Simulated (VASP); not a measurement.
## BeTe: relaxation of cell and atoms with PBEsol

Crystal: BeTe.

```
CELL_PARAMETERS angstrom
0.00000 2.80277 2.80277
2.80277 0.00000 2.80277
2.80277 2.80277 0.00000
ATOMIC_POSITIONS crystal
Be 0.00000 0.00000 0.00000
Te 0.75000 0.75000 0.75000
```

* Program: VASP 6.6.1
* Task: relaxation of cell and atoms
* Functional: PBEsol
* Potentials or basis: VASP PAW PBE potentials, release 64 (Be, Te)
* Cutoff: 600 eV
* k mesh: 8 × 8 × 8
* Occupations: gaussian, width 0.01 eV
* Spin: no spin polarisation
* Target pressure: 15 GPa
* Dipole correction: no
* Further INCAR settings: ALGO = Normal; EDIFF = 1e-06; IBRION = 2; EDIFFG = -0.002; NSW = 100; ISIF = 3

The relaxed volume is 18.54 Å³/atom. The relaxed cell is a = 3.743 Å, b = 3.743 Å, c = 3.743 Å, α = 60.00°, β = 60.00°, γ = 60.00°. The space group after relaxing (to 0.05 Å) is F-43m (No. 216), the energy change on relaxing (the enthalpy is what falls) is +143.9 meV/atom and the ionic steps are 6. The pressure after relaxing is 15.0 GPa. The band gap on the k mesh is 1.33 eV, indirect (least direct gap 3.39 eV).

The path:
```tsv
step	energy change (eV)	largest force (eV/Å)	pressure (GPa)	volume (Å³)
1	0.0000	0.0000	0.22	44.03
2	1.0012	0.0000	35.00	32.32
3	0.2771	0.0000	14.65	37.19
4	0.2891	0.0000	15.04	37.06
5	0.2867	0.0000	14.96	37.09
6	0.2878	0.0000	14.99	37.08
```

Final structure:
```
CELL_PARAMETERS angstrom
0.00000 2.64665 2.64665
2.64665 0.00000 2.64665
2.64665 2.64665 0.00000
ATOMIC_POSITIONS crystal
Be 0.00000 0.00000 0.00000
Te 0.75000 0.75000 0.75000
```

Levels at points of the mesh, in eV from the valence-band top:
| k point | band 2 | band 3 | band 4 | band 5 | band 6 | band 7 |
| --- | --- | --- | --- | --- | --- | --- |
| (0.00, 0.00, 0.00) | 0.00 | 0.00 | 0.00 | 3.39 | 3.39 | 3.39 |
| (0.50, 0.00, 0.00) | -6.90 | -1.49 | -1.49 | 3.56 | 4.42 | 4.42 |
| (0.50, 0.50, 0.00) | -6.23 | -3.44 | -3.44 | 1.33 | 2.29 | 10.91 |

Run time: 31 s on 1 thread of Intel(R) Xeon(R) Platinum 8488C (Sapphire Rapids) (shared host), peak memory 0.19 GiB.

Caveat: the cell is relaxed towards a set pressure, so the enthalpy falls and the energy may rise; the volume moved by over 15 % at a fixed basis, so the end points are rough; the PAW data sets were made with another functional, which shifts forces and pressure a little; spin-orbit coupling is left out, which moves the levels of the heavy elements. A k mesh can miss the band edges.
